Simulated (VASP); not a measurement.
# CsTlH4 (P4/mmm) in VASP: further runs

Runs on CsTlH4. Level: PBE. Tasks: relaxation of cell and atoms, single point.

Program: VASP 6.6.1. These are calculated values, not measurements. Logs are shortened: lines on timing, memory, paths and dates and some standing lists are left out, and cuts for length are marked.

## Step 1: The cell of the first run

Symmetry: P4/mmm, No. 123, tetragonal system. The conventional cell has a = 4.058 Å, b = 4.058 Å, c = 6.469 Å, α = 90.00°, β = 90.00°, γ = 90.00°. Cs (site symmetry 4/mmm) has 8 H at 3.01 Å within 4.0 Å. Within 3.0 Å of Tl (site symmetry 4/mmm) lie 8 H at 2.27 Å. Within 2.7 Å of H (site symmetry 2mm) lie 1 H at 2.02 Å and 2 Tl at 2.27 Å.

## Step 2: Relaxation of cell and atoms, PBE

INCAR

```
SYSTEM = CsTlH4
ALGO = Normal ; EDIFF = 1E-7
EDIFFG = -0.01 ; ENCUT = 600
GGA = PE ; IBRION = 2
ISIF = 3 ; ISMEAR = 0
LASPH = .TRUE. ; LCHARG = .FALSE.
LREAL = .FALSE. ; LWAVE = .FALSE.
NELM = 100 ; NSW = 100
PREC = Accurate ; SIGMA = 0.1
```

KPOINTS

```
k-points
0
G
  10 10 6
  0 0 0
```

POSCAR

```
CsTlH4
1.0
    4.0583435012      0.0000000000      0.0000000000
    0.0000000000      4.0583435012      0.0000000000
    0.0000000000      0.0000000000      6.4687113021
Cs Tl H
1 1 4
Direct
    0.5000000000      0.5000000000      0.5000000000
    0.0000000000      0.0000000000      0.0000000000
    0.5000000000      0.0000000000      0.1558748399
    0.0000000000      0.5000000000      0.8441251601
    0.5000000000      0.0000000000      0.8441251601
    0.0000000000      0.5000000000      0.1558748399
```

Potentials or basis: VASP PAW PBE potentials, release 64 (Cs_sv, Tl_d, H).

Run with:

```
cat potpaw_PBE.64/Cs_sv/POTCAR potpaw_PBE.64/Tl_d/POTCAR potpaw_PBE.64/H/POTCAR > POTCAR
mpirun -np 1 vasp_std > vasp.out
```

OUTCAR:

```text
SYSTEM = CsTlH4
   EDIFF = 1E-7
   EDIFFG = -0.01
   ENCUT = 600
   GGA = PE
   IBRION = 2
   ISIF = 3
   ISMEAR = 0
   LASPH = .TRUE.
   LREAL = .FALSE.
   NELM = 100
   NSW = 100
   PREC = Accurate

 ion  position               nearest neighbor table
   1  0.500  0.500  0.500-
   2  0.000  0.000  0.000-   3 2.27   4 2.27   5 2.27   6 2.27   4 2.27   6 2.27   3 2.27   5 2.27

   3  0.500  0.000  0.156-   2 2.27   2 2.27
   4  0.000  0.500  0.844-   2 2.27   2 2.27
   5  0.500  0.000  0.844-   2 2.27   2 2.27
   6  0.000  0.500  0.156-   2 2.27   2 2.27

  LATTYP: Found a simple tetragonal cell.
 ALAT       =     4.0583435012
 C/A-ratio  =     1.5939289762

  Lattice vectors:

 A1 = (   4.0583435012,   0.0000000000,   0.0000000000)
 A2 = (   0.0000000000,   4.0583435012,   0.0000000000)
 A3 = (   0.0000000000,   0.0000000000,   6.4687113021)

Analysis of symmetry for initial positions (statically):
=====================================================================
 Subroutine PRICEL returns:
 Original cell was already a primitive cell.

 Routine SETGRP: Setting up the symmetry group for a
 simple tetragonal supercell.

 Subroutine GETGRP returns: Found 16 space group operations
 (whereof 16 operations were pure point group operations)
 out of a pool of 16 trial point group operations.

The static configuration has the point symmetry D_4h.

Analysis of symmetry for dynamics (positions and initial velocities):
=====================================================================
 Subroutine PRICEL returns:
 Original cell was already a primitive cell.

 Routine SETGRP: Setting up the symmetry group for a
 simple tetragonal supercell.

 Subroutine GETGRP returns: Found 16 space group operations
 (whereof 16 operations were pure point group operations)
 out of a pool of 16 trial point group operations.

The dynamic configuration has the point symmetry D_4h.

 Subroutine INISYM returns: Found 16 space group operations
 (whereof 16 operations are pure point group operations),
 and found     1 'primitive' translations

----------------------------------------------------------------------------------------

                                     Primitive cell

  volume of cell :     106.5407

  direct lattice vectors                    reciprocal lattice vectors
[... 97 lines left out ...]
   EDIFFG = -.1E-01   stopping-criterion for IOM
   NSW    =    100    number of steps for IOM
   IBRION =      2    ionic relax: 0-MD 1-quasi-New 2-CG
   NFREE  =      1    steps in history (QN), initial steepest desc. (CG)
   ISIF   =      3    stress and relaxation
   ISYM   =      2    0-nonsym 1-usesym 2-fastsym
   POTIM  = 0.5000    time-step for ionic-motion
   TEBEG  =    0.0;   TEEND  =   0.0 temperature during run
   PSTRESS=    0.0 pullay stress
   NELECT =      26.0000    total number of electrons
   NUPDOWN=      -1.0000    fix difference up-down
   EMIN   =  10.00;   EMAX   =-10.00  energy-range for DOS
   EFERMI =   0.00;   METHOD = LEGACY
   ISMEAR =     0;   SIGMA  =   0.10  broadening in eV -4-tet -1-fermi 0-gaus
   EFERMI_NEDOS =   21; number of points for ismear=-14 and -15
   IALGO  =     38    algorithm
   IMIX   =      4    mixing-type and parameters
     AMIX     =   0.40;   BMIX     =  1.00
     AMIX_MAG =   1.60;   BMIX_MAG =  1.00
  volume/ion in A,a.u.               =      17.76       119.83
  Fermi-wavevector in a.u.,A,eV,Ry     =   1.023044  1.933272 14.240106  1.046618
  Thomas-Fermi vector in A             =   2.156756
   LORBIT       =      0    0 simple, 1 ext, 2 COOP (PROOUT), +10 PAW based schemes
   GGA     = PE    functional components
   LHFCALC =     F    Hartree Fock is set to
   AEXX    =    0.0000 exact exchange contribution
   IVDW    =     0    specifies the selected vdW correction
   LEPSILON=     F    determine dielectric tensor
   LRPA    =     F    only Hartree local field effects (RPA)
 conjugate gradient relaxation of ions
 non-spin polarized calculation
 Gauss-broadening in eV      SIGMA  =   0.10
  energy-cutoff  :      600.00
  volume of cell :      106.54
 maximum number of plane-waves:      3600
   NGX = 17   NGY = 17   NGZ = 25

--------------------------------------- Ionic step        1  -------------------------------------------

 number of electron      26.0000009 magnetization

 Free energy of the ion-electron system (eV)
  ---------------------------------------------------
  ext. energy  EPLUGINS =         0.00000000
  ---------------------------------------------------
  free energy    TOTEN  =       -13.23880064 eV

  energy without entropy =      -13.22272907  energy(sigma->0) =      -13.23076485

------------------------ aborting loop because EDIFF is reached ----------------------------------------

  FORCE on cell =-STRESS in cart. coord.  units (eV):
  Direction    XX          YY          ZZ          XY          YZ          ZX
  --------------------------------------------------------------------------------------
  -------------------------------------------------------------------------------------
  Total       -0.8737800     -0.8737800      0.8914958      0.0000000      0.0000000     -0.0000000
  in kB      -13.1400595    -13.1400595     13.4064716      0.0000000      0.0000000     -0.0000000
  external PRESSURE =      -4.2912158 kB  Pullay stress =       0.0000000 kB
[... 307 lines left out ...]
--------------------------------------- Ionic step        9  -------------------------------------------

 number of electron      26.0000004 magnetization

 Free energy of the ion-electron system (eV)
  ---------------------------------------------------
  ext. energy  EPLUGINS =         0.00000000
  ---------------------------------------------------
  free energy    TOTEN  =       -13.41728031 eV

  energy without entropy =      -13.40822730  energy(sigma->0) =      -13.41275380

 E-fermi :   2.0718     XC(G=0):  -8.5778

 val. band max:        2.0604063726   @ k =   0.4000   0.4000   0.5000
 cond. band min:       2.0902038044   @ k =   0.3000   0.2000   0.5000
 fundamental gap:      0.0297974318
 Fermi energy:         2.0718439666

 k-point     1 :       0.0000    0.0000    0.0000
  band No.  band energies     occupation
      1     -19.8392      2.00000
      2      -8.9602      2.00000
      3      -8.6520      2.00000
      4      -8.5541      2.00000
      5      -8.5541      2.00000
      6      -8.4831      2.00000
[... 457 lines left out ...]
      4      -8.6163      2.00000
      5      -8.5512      2.00000
      6      -8.5071      2.00000
[... 9 lines left out ...]
     16       6.8393      0.00000
     17       7.0149      0.00000

 [... further k-points ...]
[... 5 lines left out ...]
  --------------------------------------------------------------------------------------
  -------------------------------------------------------------------------------------
  Total        0.0151472      0.0151472      0.0271505      0.0000000      0.0000000     -0.0000000
  in kB        0.2445857      0.2445857      0.4384046      0.0000000      0.0000000     -0.0000000
  external PRESSURE =       0.3091920 kB  Pullay stress =       0.0000000 kB
[... 21 lines left out ...]
  FREE ENERGIE OF THE ION-ELECTRON SYSTEM (eV)
  ---------------------------------------------------
  free  energy   TOTEN  =       -13.4172803112 eV

  energy  without entropy=      -13.4082272967  energy(sigma->0) =      -13.41275380

 reached required accuracy - stopping structural energy minimisation
```

OSZICAR:

```text
N       E                     dE             d eps       ncg     rms          rms(c)
DAV:   1     0.138865753231E+03    0.13887E+03   -0.12890E+04  2872   0.145E+03
DAV:   2    -0.647872896385E+01   -0.14534E+03   -0.14368E+03  3558   0.257E+02
DAV:   3    -0.140765606044E+02   -0.75978E+01   -0.75393E+01  3081   0.552E+01
[... 90 lines left out ...]
DAV:   3    -0.134173120922E+02    0.53655E-03   -0.10887E-03  3126   0.254E-01    0.693E-02
DAV:   4    -0.134172817108E+02    0.30381E-04   -0.14044E-04  3406   0.888E-02    0.105E-02
DAV:   5    -0.134172797322E+02    0.19785E-05   -0.20713E-05  3197   0.365E-02    0.589E-03
DAV:   6    -0.134172802887E+02   -0.55651E-06   -0.15593E-06  3141   0.839E-03    0.172E-03
DAV:   7    -0.134172803112E+02   -0.22452E-07   -0.11460E-07  2283   0.279E-03
   9 F= -.13417280E+02 E0= -.13412754E+02  d E =-.268164E-03
```

CONTCAR:

```text
CsTlH4
   1.00000000000000
     3.8295925714387957    0.0000000000000000   -0.0000000000000000
     0.0000000000000000    3.8295925714387957    0.0000000000000000
     0.0000000000000000    0.0000000000000000    6.7656235299796759
  Cs              Tl              H
     1     1     4
Direct
     0.5000000000000000    0.5000000000000000    0.5000000000000000
     0.0000000000000000    1.0000000000000000    0.0000000000000000
     0.5000000000000000    0.0000000000000000    0.1753697251522900
     0.0000000000000000    0.5000000000000000    0.8246302748477100
     0.5000000000000000    0.0000000000000000    0.8246302748477100
     0.0000000000000000    0.5000000000000000    0.1753697251522900

  0.00000000E+00  0.00000000E+00  0.00000000E+00
  0.00000000E+00  0.00000000E+00  0.00000000E+00
  0.00000000E+00  0.00000000E+00  0.00000000E+00
  0.00000000E+00  0.00000000E+00  0.00000000E+00
  0.00000000E+00  0.00000000E+00  0.00000000E+00
  0.00000000E+00  0.00000000E+00  0.00000000E+00
```

It took 7.9 min on 1 thread of Intel Xeon 6975P-C (Granite Rapids), shared host; peak memory 0.39 GiB.

Results:

* Free energy: -13.4173 eV
* Relaxed volume: 16.54 Å³/atom
* Relaxed cell: a = 3.830 Å, b = 3.830 Å, c = 6.766 Å, α = 90.00°, β = 90.00°, γ = 90.00°
* Space group after relaxing (to 0.05 Å): P4/mmm (No. 123)
* Energy gained by relaxing: 29.7 meV/atom
* Ionic steps: 9
* Pressure after relaxing: 0.0 GPa
* Band gap on the k mesh: zero (band 13 reaches 2.61 eV, above the bottom of band 14 at 1.16 eV)

Forces in eV/Å, atoms in the order of the input:
```
Cs   0.000  0.000  0.000
Tl   0.000  0.000  0.000
H    0.000  0.000  0.003
H    0.000  0.000 -0.003
H    0.000  0.000 -0.003
H    0.000  0.000  0.003
```

The path:
| step | energy change (eV) | largest force (eV/Å) | pressure (GPa) | volume (Å³) |
| --- | --- | --- | --- | --- |
| 1 | 0.0000 | 0.2293 | -0.43 | 106.54 |
| 2 | -0.0265 | 0.2124 | -0.35 | 105.80 |
| 3 | -0.0966 | 0.2361 | -0.28 | 103.52 |
| 4 | -0.1574 | 0.0363 | 0.25 | 98.70 |
| 5 | -0.1658 | 0.1411 | -0.11 | 100.52 |
| 6 | -0.1680 | 0.1080 | -0.01 | 99.96 |
| 7 | -0.1750 | 0.0560 | -0.03 | 99.73 |
| 8 | -0.1782 | 0.0102 | -0.04 | 99.42 |
| 9 | -0.1785 | 0.0028 | 0.03 | 99.22 |

Final structure:
```xyz
6
Lattice="3.8296 0.0000 0.0000 0.0000 3.8296 0.0000 0.0000 0.0000 6.7656" Properties=species:S:1:pos:R:3 pbc="T T T"
Cs    1.9148    1.9148    3.3828
Tl    0.0000    3.8296    0.0000
H     1.9148    0.0000    1.1865
H     0.0000    1.9148    5.5791
H     1.9148    0.0000    5.5791
H     0.0000    1.9148    1.1865
```

Levels at points of the mesh, in eV from the Fermi level:
| k point | band 11 | band 12 | band 13 | band 14 | band 15 | band 16 |
| --- | --- | --- | --- | --- | --- | --- |
| (0.00, 0.00, 0.00) | -2.98 | -0.24 | 0.54 | 1.34 | 3.53 | 4.02 |
| (0.50, 0.00, 0.00) | -4.26 | -2.72 | -0.14 | 2.81 | 3.22 | 5.26 |
| (0.50, 0.50, 0.00) | -3.48 | -3.48 | -0.91 | -0.91 | 2.10 | 2.58 |
| (0.00, 0.00, 0.50) | -4.08 | 0.05 | 0.11 | 2.38 | 3.84 | 4.29 |
| (0.50, 0.00, 0.50) | -3.74 | -1.95 | -1.04 | 1.77 | 3.95 | 5.58 |
| (0.50, 0.50, 0.50) | -3.85 | -3.85 | -0.05 | -0.05 | 0.82 | 4.80 |

Caveat: spin-orbit coupling is left out, which moves the levels of the heavy elements.

## Step 3: Single point, PBE

This run uses another cell than the first one, of 16.51 Å³/atom, 0.930 times its volume.

INCAR

```
SYSTEM = CsTlH4
PREC = Accurate
ENCUT = 520
EDIFF = 1E-6
ISMEAR = 0
SIGMA = 0.1
LREAL = .FALSE.
LASPH = .TRUE.
NELM = 100
ALGO = Normal
ISIF = 2
LWAVE = .FALSE.
LCHARG = .FALSE.
GGA = PE
NBANDS = 22
```

KPOINTS

```
regular mesh
0
G
  10 10 6
  0 0 0
```

POSCAR

```
CsTlH4
1.0
    3.8273850994      0.0000000000      0.0000000000
    0.0000000000      3.8273850994      0.0000000000
    0.0000000000      0.0000000000      6.7625177571
Cs Tl H
1 1 4
Direct
    0.5000000000      0.5000000000      0.5000000000
    0.0000000000      0.0000000000      0.0000000000
    0.5000000000      0.0000000000      0.1757064777
    0.0000000000      0.5000000000      0.8242935223
    0.5000000000      0.0000000000      0.8242935223
    0.0000000000      0.5000000000      0.1757064777
```

Potentials or basis: VASP PAW PBE potentials, release 64 (Cs_sv, Tl_d, H).

Run with:

```
cat potpaw_PBE.64/Cs_sv/POTCAR potpaw_PBE.64/Tl_d/POTCAR potpaw_PBE.64/H/POTCAR > POTCAR
mpirun -np 1 vasp_std > vasp.out
```

It took 3.8 min on 1 thread of AMD EPYC 7R43 (Zen 3), shared host; peak memory 0.27 GiB.

It converged, with:

```yaml
Free_energy: -13.4160 eV
Pressure: 0.0 GPa
Largest_force: 0.004 eV/Å
Band_gap_on_the_k_mesh: zero (band 13 reaches 2.62 eV, above the bottom of band 14 at 1.16 eV)
```

Forces in eV/Å, atoms in the order of the input:
```
Cs   0.000  0.000  0.000
Tl   0.000  0.000  0.000
H    0.000  0.000 -0.004
H    0.000  0.000  0.004
H    0.000  0.000  0.004
H    0.000  0.000 -0.004
```

Levels at points of the mesh, in eV from the Fermi level:
```
           k point  band 10  band 11  band 12  band 13  band 14  band 15  band 16  band 17
(0.00, 0.00, 0.00)    -8.12    -2.97    -0.24     0.54     1.35     3.53     4.03     4.77
(0.50, 0.00, 0.00)    -6.23    -4.26    -2.72    -0.14     2.82     3.22     5.27     5.85
(0.50, 0.50, 0.00)    -4.03    -3.47    -3.47    -0.92    -0.92     2.10     2.59     3.74
(0.00, 0.00, 0.50)    -7.19    -4.08     0.05     0.12     2.39     3.84     4.30     4.30
(0.50, 0.00, 0.50)    -6.48    -3.73    -1.95    -1.04     1.77     3.95     5.59     5.67
(0.50, 0.50, 0.50)    -3.99    -3.85    -3.85    -0.05    -0.05     0.82     4.80     4.80
```

Caveat: spin-orbit coupling is left out, which moves the levels of the heavy elements.
